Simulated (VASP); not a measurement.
# AlRu (Pm-3m) in VASP: notebook, part 2 of 3

VASP 6.6.1.

### 3 Single point, PBEsol (volume scaled by 0.98)

Input file INCAR:

```
SYSTEM = AlRu
PREC = Accurate ; ENCUT = 520
EDIFF = 1E-7 ; ISMEAR = -1
SIGMA = 0.05 ; LREAL = .FALSE.
LASPH = .TRUE. ; NELM = 80
ALGO = Normal ; ISIF = 2
LWAVE = .FALSE. ; LCHARG = .FALSE.
GGA = PS ; NBANDS = 16
```

Input file KPOINTS:

```
Automatic mesh
0
G
  9 9 9
  0 0 0
```

Input file POSCAR:

```
AlRu
1.0
    2.9715215427      0.0000000000      0.0000000000
    0.0000000000      2.9715215427      0.0000000000
    0.0000000000      0.0000000000      2.9715215427
Ru Al
1 1
Direct
    0.5000000000      0.5000000000      0.5000000000
    0.0000000000      0.0000000000      0.0000000000
```

Potentials or basis: VASP PAW PBE potentials, release 64 (Ru_pv, Al).

Started as:

```
> cat potpaw_PBE.64/Ru_pv/POTCAR potpaw_PBE.64/Al/POTCAR > POTCAR
> mpirun -np 1 vasp_std > vasp.out
```

OUTCAR:

```text
SYSTEM = AlRu
   PREC = Accurate
   ENCUT = 520
   EDIFF = 1E-7
   ISMEAR = -1
   LREAL = .FALSE.
   LASPH = .TRUE.
   NELM = 80
   ISIF = 2
   GGA = PS

 ion  position               nearest neighbor table
   1  0.500  0.500  0.500-   2 2.57   2 2.57   2 2.57   2 2.57   2 2.57   2 2.57   2 2.57   2 2.57

   2  0.000  0.000  0.000-   1 2.57   1 2.57   1 2.57   1 2.57   1 2.57   1 2.57   1 2.57   1 2.57

  LATTYP: Found a simple cubic cell.
 ALAT       =     2.9715215427

  Lattice vectors:

 A1 = (   2.9715215427,   0.0000000000,   0.0000000000)
 A2 = (   0.0000000000,   2.9715215427,   0.0000000000)
 A3 = (   0.0000000000,   0.0000000000,   2.9715215427)

Analysis of symmetry for initial positions (statically):
=====================================================================
 Subroutine PRICEL returns:
 Original cell was already a primitive cell.

 Routine SETGRP: Setting up the symmetry group for a
 simple cubic supercell.

 Subroutine GETGRP returns: Found 48 space group operations
[... 9 lines left out ...]

 Routine SETGRP: Setting up the symmetry group for a
 simple cubic supercell.

 Subroutine GETGRP returns: Found 48 space group operations
[... 11 lines left out ...]
                                     Primitive cell
[... 133 lines left out ...]
  ext. energy  EPLUGINS =         0.00000000
  ---------------------------------------------------
  free energy    TOTEN  =       -15.52503622 eV

  energy without entropy =      -15.51049247  energy(sigma->0) =      -15.51776434

 E-fermi :  10.8025     XC(G=0): -12.7937

 val. band max:       10.7856916251   @ k =   0.4444   0.4444   0.1111
 cond. band min:      10.8066478624   @ k =   0.4444   0.1111   0.1111
 fundamental gap:      0.0209562373
 Fermi energy:        10.8025116193

 k-point     1 :       0.0000    0.0000    0.0000
  band No.  band energies     occupation
      1     -30.8614      2.00000
      2     -30.8614      2.00000
      3     -30.8614      2.00000
      4       1.0819      2.00000
      5       7.1752      2.00000
      6       7.1752      2.00000
[... 433 lines left out ...]
      3     -30.8531      2.00000
      4       4.9569      2.00000
      5       7.0272      2.00000
      6       8.3027      2.00000
[... 8 lines left out ...]
     15      24.0975      0.00000
     16      24.5746      0.00000

 [... further k-points ...]
[... 5 lines left out ...]
  --------------------------------------------------------------------------------------
  -------------------------------------------------------------------------------------
  Total        0.1773833      0.1773833      0.1773833      0.0000000      0.0000000     -0.0000000
  in kB       10.8314536     10.8314536     10.8314536      0.0000000      0.0000000     -0.0000000
  external PRESSURE =      10.8314536 kB  Pullay stress =       0.0000000 kB

 VOLUME and BASIS-vectors are now :
 -----------------------------------------------------------------------------
  energy-cutoff  :      520.00
  volume of cell :       26.24
      direct lattice vectors                 reciprocal lattice vectors
     2.971521543  0.000000000  0.000000000     0.336527932  0.000000000  0.000000000
     0.000000000  2.971521543  0.000000000     0.000000000  0.336527932  0.000000000
     0.000000000  0.000000000  2.971521543     0.000000000  0.000000000  0.336527932

 POSITION                                       TOTAL-FORCE (eV/Angst)
 -----------------------------------------------------------------------------------
      1.48576      1.48576      1.48576         0.000000      0.000000      0.000000
      0.00000      0.00000      0.00000         0.000000      0.000000      0.000000
 -----------------------------------------------------------------------------------
    total drift:                                0.000000     -0.000000     -0.000000

  FREE ENERGIE OF THE ION-ELECTRON SYSTEM (eV)
  ---------------------------------------------------
  free  energy   TOTEN  =       -15.5250362160 eV

  energy  without entropy=      -15.5104924667  energy(sigma->0) =      -15.51776434
```

OSZICAR:

```text
N       E                     dE             d eps       ncg     rms          rms(c)
DAV:   1     0.116799929045E+03    0.11680E+03   -0.92099E+03  1128   0.988E+02
DAV:   2    -0.144379805802E+02   -0.13124E+03   -0.12477E+03  1296   0.295E+02
DAV:   3    -0.163335010237E+02   -0.18955E+01   -0.18888E+01  1472   0.369E+01
DAV:   4    -0.163467057527E+02   -0.13205E-01   -0.13188E-01  1320   0.326E+00
DAV:   5    -0.163469136085E+02   -0.20786E-03   -0.20755E-03  1416   0.397E-01    0.138E+01
DAV:   6    -0.156237427626E+02    0.72317E+00   -0.26466E+00  1264   0.177E+01    0.239E+00
DAV:   7    -0.155457331305E+02    0.78010E-01   -0.20186E-01  1192   0.504E+00    0.215E+00
DAV:   8    -0.155256878300E+02    0.20045E-01   -0.21874E-02  1304   0.125E+00    0.225E-01
DAV:   9    -0.155250526103E+02    0.63522E-03   -0.10463E-03  1352   0.327E-01    0.148E-01
DAV:  10    -0.155250376742E+02    0.14936E-04   -0.48052E-05  1264   0.687E-02    0.135E-02
DAV:  11    -0.155250366877E+02    0.98648E-06   -0.14865E-06  1408   0.876E-03    0.653E-03
DAV:  12    -0.155250361838E+02    0.50392E-06   -0.79609E-08   880   0.320E-03    0.114E-03
DAV:  13    -0.155250362160E+02   -0.32181E-07   -0.56472E-09   680   0.724E-04
   1 F= -.15525036E+02 E0= -.15517764E+02  d E =-.145437E-01
```

stdout:

```text
POSCAR found type information on POSCAR RuAl
 POSCAR found :  2 types and       2 ions
 scaLAPACK will be used
 -----------------------------------------------------------------------------
|                                                                             |
|                                                                             |
|     You enforced a specific xc type in the INCAR file but a different       |
|     I HOPE YOU KNOW WHAT YOU ARE DOING!                                     |
|                                                                             |
 -----------------------------------------------------------------------------

 LDA part: xc-table for (Slater+PW92), standard interpolation
 POSCAR, INCAR and KPOINTS ok, starting setup
 FFT: planning ... GRIDC
 FFT: planning ... GRID_SOFT
 FFT: planning ... GRID
 WAVECAR not read
 entering main loop
```

Run time: 16 s. Hardware: 1 thread of Intel Xeon 8259CL, shared host; peak memory 0.15 GiB.

Results:

- Free energy: -15.5250 eV
- Pressure: 1.1 GPa

Caveat: the PAW data sets were made with another functional, which shifts forces and pressure a little.

### 4 Single point, PBEsol (volume scaled by 1.02)

Input file INCAR:

```
SYSTEM = AlRu
PREC     = Accurate       ! precision mode
ENCUT    = 520            ! plane-wave cutoff, eV
EDIFF    = 1E-7           ! SCF threshold, eV
ISMEAR   = -1             ! smearing method
SIGMA    = 0.05           ! smearing width, eV
LREAL    = .FALSE.        ! projectors in reciprocal space
LASPH    = .TRUE.         ! aspherical terms in the spheres
NELM     = 100            ! most SCF steps
ALGO     = Normal         ! electronic algorithm
ISIF     = 2              ! what is computed and relaxed
LWAVE    = .FALSE.        ! write WAVECAR
LCHARG   = .FALSE.        ! write CHGCAR
GGA      = PS             ! functional
NBANDS   = 16             ! bands
```

Input file KPOINTS:

```
regular mesh
0
G
  9 9 9
  0 0 0
```

Input file POSCAR:

```
AlRu
1.0
    3.0114124979      0.0000000000      0.0000000000
    0.0000000000      3.0114124979      0.0000000000
    0.0000000000      0.0000000000      3.0114124979
Ru Al
1 1
Direct
    0.5000000000      0.5000000000      0.5000000000
    0.0000000000      0.0000000000      0.0000000000
```

Potentials or basis: VASP PAW PBE potentials, release 64 (Ru_pv, Al).

Started as:

```
> cat potpaw_PBE.64/Ru_pv/POTCAR potpaw_PBE.64/Al/POTCAR > POTCAR
> mpirun -np 1 vasp_std > vasp.out
```

OUTCAR:

```text
SYSTEM = AlRu
   PREC = Accurate
   ENCUT = 520
   EDIFF = 1E-7
   ISMEAR = -1
   LREAL = .FALSE.
   LASPH = .TRUE.
   NELM = 100
   ISIF = 2
   GGA = PS

 ion  position               nearest neighbor table
   1  0.500  0.500  0.500-   2 2.61   2 2.61   2 2.61   2 2.61   2 2.61   2 2.61   2 2.61   2 2.61

   2  0.000  0.000  0.000-   1 2.61   1 2.61   1 2.61   1 2.61   1 2.61   1 2.61   1 2.61   1 2.61

  LATTYP: Found a simple cubic cell.
 ALAT       =     3.0114124979

  Lattice vectors:

 A1 = (   3.0114124979,   0.0000000000,   0.0000000000)
 A2 = (   0.0000000000,   3.0114124979,   0.0000000000)
 A3 = (   0.0000000000,   0.0000000000,   3.0114124979)

Analysis of symmetry for initial positions (statically):
=====================================================================
 Subroutine PRICEL returns:
 Original cell was already a primitive cell.

 Routine SETGRP: Setting up the symmetry group for a
 simple cubic supercell.

 Subroutine GETGRP returns: Found 48 space group operations
[... 9 lines left out ...]

 Routine SETGRP: Setting up the symmetry group for a
 simple cubic supercell.

 Subroutine GETGRP returns: Found 48 space group operations
[... 11 lines left out ...]
                                     Primitive cell

  volume of cell :      27.3093

  direct lattice vectors                    reciprocal lattice vectors
     3.011412498  0.000000000  0.000000000     0.332070084  0.000000000  0.000000000
     0.000000000  3.011412498  0.000000000     0.000000000  0.332070084  0.000000000
     0.000000000  0.000000000  3.011412498     0.000000000  0.000000000  0.332070084

  length of vectors
     3.011412498  3.011412498  3.011412498     0.332070084  0.332070084  0.332070084

  position of ions in fractional coordinates (direct lattice)
     0.500000000  0.500000000  0.500000000
     0.000000000  0.000000000  0.000000000

  ion indices of the primitive-cell ions
   primitive index   ion index
                 1           1
                 2           2

----------------------------------------------------------------------------------------
[... 83 lines left out ...]
   EMIN   =  10.00;   EMAX   =-10.00  energy-range for DOS
   EFERMI =   0.00;   METHOD = LEGACY
   ISMEAR =    -1;   SIGMA  =   0.05  broadening in eV -4-tet -1-fermi 0-gaus
   EFERMI_NEDOS =   21; number of points for ismear=-14 and -15
   IALGO  =     38    algorithm
   IMIX   =      4    mixing-type and parameters
     AMIX     =   0.40;   BMIX     =  1.00
     AMIX_MAG =   1.60;   BMIX_MAG =  1.00
  volume/ion in A,a.u.               =      13.65        92.15
  Fermi-wavevector in a.u.,A,eV,Ry     =   1.397830  2.641515 26.584798  1.953928
  Thomas-Fermi vector in A             =   2.521047
   LORBIT       =      0    0 simple, 1 ext, 2 COOP (PROOUT), +10 PAW based schemes
   GGA     = PS    functional components
   LHFCALC =     F    Hartree Fock is set to
   AEXX    =    0.0000 exact exchange contribution
   IVDW    =     0    specifies the selected vdW correction
   LEPSILON=     F    determine dielectric tensor
   LRPA    =     F    only Hartree local field effects (RPA)
 non-spin polarized calculation
  energy-cutoff  :      520.00
  volume of cell :       27.31
 maximum number of plane-waves:       748
 NGX is ok and might be reduce to    24
   NGX = 11   NGY = 11   NGZ = 11

 number of electron      16.9999997 magnetization

 Free energy of the ion-electron system (eV)
  ---------------------------------------------------
  ext. energy  EPLUGINS =         0.00000000
  ---------------------------------------------------
  free energy    TOTEN  =       -15.50418902 eV

  energy without entropy =      -15.48884260  energy(sigma->0) =      -15.49651581

 E-fermi :  10.2428     XC(G=0): -12.5876

 val. band max:       10.2227753605   @ k =   0.4444   0.4444   0.1111
 cond. band min:      10.2480577638   @ k =   0.4444   0.1111   0.1111
 fundamental gap:      0.0252824033
 Fermi energy:        10.2428138430

 k-point     1 :       0.0000    0.0000    0.0000
  band No.  band energies     occupation
      1     -31.4139      2.00000
      2     -31.4139      2.00000
      3     -31.4139      2.00000
      4       0.7532      2.00000
      5       6.8294      2.00000
      6       6.8294      2.00000
[... 433 lines left out ...]
      3     -31.4070      2.00000
      4       4.5775      2.00000
      5       6.6112      2.00000
      6       7.8563      2.00000
[... 8 lines left out ...]
     15      23.1771      0.00000
     16      23.7018      0.00000

 [... further k-points ...]
[... 5 lines left out ...]
  --------------------------------------------------------------------------------------
  -------------------------------------------------------------------------------------
  Total       -1.2226702     -1.2226702     -1.2226702     -0.0000000      0.0000000     -0.0000000
  in kB      -71.7313754    -71.7313754    -71.7313754     -0.0000000      0.0000000     -0.0000000
  external PRESSURE =     -71.7313754 kB  Pullay stress =       0.0000000 kB

 VOLUME and BASIS-vectors are now :
 -----------------------------------------------------------------------------
  energy-cutoff  :      520.00
  volume of cell :       27.31
      direct lattice vectors                 reciprocal lattice vectors
     3.011412498  0.000000000  0.000000000     0.332070084  0.000000000  0.000000000
     0.000000000  3.011412498  0.000000000     0.000000000  0.332070084  0.000000000
     0.000000000  0.000000000  3.011412498     0.000000000  0.000000000  0.332070084

 POSITION                                       TOTAL-FORCE (eV/Angst)
 -----------------------------------------------------------------------------------
      1.50571      1.50571      1.50571         0.000000      0.000000      0.000000
      0.00000      0.00000      0.00000         0.000000      0.000000      0.000000
 -----------------------------------------------------------------------------------
    total drift:                                0.000000     -0.000000     -0.000000

  FREE ENERGIE OF THE ION-ELECTRON SYSTEM (eV)
  ---------------------------------------------------
  free  energy   TOTEN  =       -15.5041890159 eV

  energy  without entropy=      -15.4888426046  energy(sigma->0) =      -15.49651581
```

OSZICAR:

```text
N       E                     dE             d eps       ncg     rms          rms(c)
DAV:   1     0.112475078608E+03    0.11248E+03   -0.92559E+03  1128   0.991E+02
DAV:   2    -0.144918745647E+02   -0.12697E+03   -0.12086E+03  1336   0.288E+02
DAV:   3    -0.163019868486E+02   -0.18101E+01   -0.18042E+01  1488   0.361E+01
DAV:   4    -0.163152719893E+02   -0.13285E-01   -0.13272E-01  1328   0.325E+00
DAV:   5    -0.163154761306E+02   -0.20414E-03   -0.20383E-03  1400   0.381E-01    0.127E+01
DAV:   6    -0.156133470757E+02    0.70213E+00   -0.27015E+00  1288   0.178E+01    0.235E+00
DAV:   7    -0.155254972751E+02    0.87850E-01   -0.23967E-01  1184   0.531E+00    0.195E+00
DAV:   8    -0.155048687192E+02    0.20629E-01   -0.23397E-02  1328   0.128E+00    0.221E-01
DAV:   9    -0.155042078234E+02    0.66090E-03   -0.10260E-03  1344   0.308E-01    0.139E-01
DAV:  10    -0.155041907448E+02    0.17079E-04   -0.49533E-05  1288   0.706E-02    0.111E-02
DAV:  11    -0.155041895193E+02    0.12255E-05   -0.17634E-06  1432   0.958E-03    0.606E-03
DAV:  12    -0.155041889882E+02    0.53108E-06   -0.12967E-07   944   0.412E-03    0.785E-04
DAV:  13    -0.155041890159E+02   -0.27696E-07   -0.74937E-09   672   0.813E-04
   1 F= -.15504189E+02 E0= -.15496516E+02  d E =-.153464E-01
```

It took 17 s on 1 thread of Intel Xeon 8259CL, shared host; peak memory 0.15 GiB.

What came out:

```yaml
Free_energy: -15.5042 eV
Pressure: -7.2 GPa
```

Caveat: the PAW data sets were made with another functional, which shifts forces and pressure a little.

(Part 2 of 3 ends here.)
